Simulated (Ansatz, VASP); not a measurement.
# Se: VASP beside Ansatz

```
Se
1.0
     2.76923    0.00000    0.00000
     0.00000    2.76923    0.00000
     0.00000    0.00000    2.76923
Se
1
Direct
  0.00000 0.00000 0.00000
```

Alike in both runs: functional LDA; k mesh 13 × 13 × 13; occupations fermi-dirac, width 0.08 eV; no spin polarisation.

Ansatz relaxed the structure, and its values are those at the end. VASP's run is a single point on that final structure, the one shown.

```csv
,VASP,Ansatz
version,VASP 6.6.1,Ansatz 0.2.0
potentials or method,"VASP PAW LDA potentials, release 64 (Se)","PAW with Ansatz's default frozen-core files, scalar-relativistic"
plane-wave cutoff (eV),520,420
valence electrons in the cell,6,16
```

Ansatz gave:

| Item | Value |
| --- | --- |
| pressure (GPa) | 0.0 |

Problem. Estimate VASP's values.

Solution. Pressure (GPa): 0.1.

LDA's correlation is that of Perdew and Zunger in VASP and of Perdew and Wang (1992) in Ansatz. VASP's potentials hold 6 valence electrons a cell and Ansatz's 16, so a difference there can come from the potentials and not from the codes.
